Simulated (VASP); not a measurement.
Runs of VASP 6.6.1 on Os. The structure is that of space group P6_3/mmc (No. 194), or close to it. The cells are those of the table. 

```tsv
task	cell	cutoff (eV)	gap on the mesh (eV)	pressure (GPa)
single point	a = 2.727, b = 2.727, c = 4.304 Å, angles 90.0, 90.0, 120.0°, 2 atoms	520	none	(a)
relaxation of cell and atoms	relaxed to 1 GPa from a = 2.729, b = 2.729, c = 4.307 Å, angles 90.0, 90.0, 120.0°, 2 atoms	600	none	1.0
single point	a = 2.708, b = 2.708, c = 4.278 Å, angles 90.0, 90.0, 120.0°, 2 atoms	520	none	10.8
single point	a = 2.729, b = 2.729, c = 4.307 Å, angles 90.0, 90.0, 120.0°, 2 atoms	520	none	0.5
relaxation of cell and atoms	relaxed from a = 2.734, b = 2.734, c = 4.320 Å, angles 90.0, 90.0, 120.0°, 2 atoms	600	none	0.0
```

Alike in all rows: level PBEsol; potentials or basis VASP PAW PBE potentials, release 64 (Os); no spin polarisation; k mesh 20 × 20 × 12; smearing fermi-dirac 0.05 eV.

**Question.** Fill in the values left out.

**Answer.** (a) 1.5.

Caveats: the PAW data sets were made with another functional, which shifts forces and pressure a little; spin-orbit coupling is left out, which moves the levels of the heavy elements; the cell is relaxed towards a set pressure, so the run minimises the enthalpy, not the energy (at least some runs); the cell stands under pressure (at least some runs).

A k mesh can miss the band edges, and the runs leave out spin-orbit coupling on Os.

A gap of «none» marks levels without a gap at the run's occupations.
